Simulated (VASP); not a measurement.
ZnSe7:

```
Zn Se
1.0
     3.82777    0.00000    0.00000
    -1.91388    3.31495    0.00000
     0.00000    0.00000   15.71648
Zn Se
1 7
Direct
  0.00000 0.00000 0.14257
  0.00000 0.00000 0.97448
  0.33333 0.66667 0.19324
  0.33333 0.66667 0.87725
  0.00000 0.00000 0.49620
  0.33333 0.66667 0.59299
  0.66667 0.33333 0.40080
  0.66667 0.33333 0.78147
```

This cell differs from its parent crystal: volume scaled by 0.97.

- Program: VASP 6.6.1
- Task: relaxation of shape and atoms at fixed volume
- Functional: PBE
- Potentials or basis: VASP PAW PBE potentials, release 64 (Zn, Se)
- Cutoff: 600 eV
- k mesh: 12 × 12 × 2
- Occupations: gaussian, width 0.1 eV
- Spin: no spin polarisation

At the start: pressure 1.9 GPa; volume 24.93 Å³/atom.

Question: How do energy, volume and symmetry change on relaxing?

Answer: Over 14 steps the energy falls by 3.6 meV/atom; space group P3m1 (No. 156, to 0.05 Å).

The path:
| step | energy change (eV) | largest force (eV/Å) | pressure (GPa) | volume (Å³) |
| --- | --- | --- | --- | --- |
| 1 | 0.0000 | 0.2327 | 1.89 | 199.42 |
| 2 | -0.0101 | 0.1588 | 1.60 | 199.42 |
| 3 | -0.0203 | 0.1185 | 0.81 | 199.42 |
| 4 | -0.0204 | 0.1011 | 0.87 | 199.42 |
| 5 | -0.0223 | 0.0982 | 0.83 | 199.42 |
| 6 | -0.0239 | 0.1034 | 0.74 | 199.42 |
| 7 | -0.0253 | 0.0870 | 0.70 | 199.42 |
| 8 | -0.0277 | 0.0402 | 0.60 | 199.42 |
| 9 | -0.0279 | 0.0686 | 0.56 | 199.42 |
| 10 | -0.0286 | 0.0407 | 0.52 | 199.42 |
| 11 | -0.0289 | 0.0205 | 0.46 | 199.42 |
| 12 | -0.0290 | 0.0128 | 0.45 | 199.42 |
| 13 | -0.0290 | 0.0122 | 0.44 | 199.42 |
| 14 | -0.0290 | 0.0064 | 0.45 | 199.42 |

Final structure:
```xyz
8
Lattice="3.8628 0.0000 0.0000 -1.9314 3.3453 0.0000 0.0000 0.0000 15.4327" Properties=species:S:1:pos:R:3 pbc="T T T"
Zn    0.0000    0.0000    2.2498
Se    0.0000    0.0000   15.0461
Se    0.0000    2.2302    3.0701
Se    0.0000    2.2302   13.5005
Se    0.0000    0.0000    7.6489
Se    0.0000    2.2302    9.1903
Se    1.9314    1.1151    6.1332
Se    1.9314    1.1151   11.9756
```

Caveat: the cell differs from its parent crystal (volume scaled by 0.97).
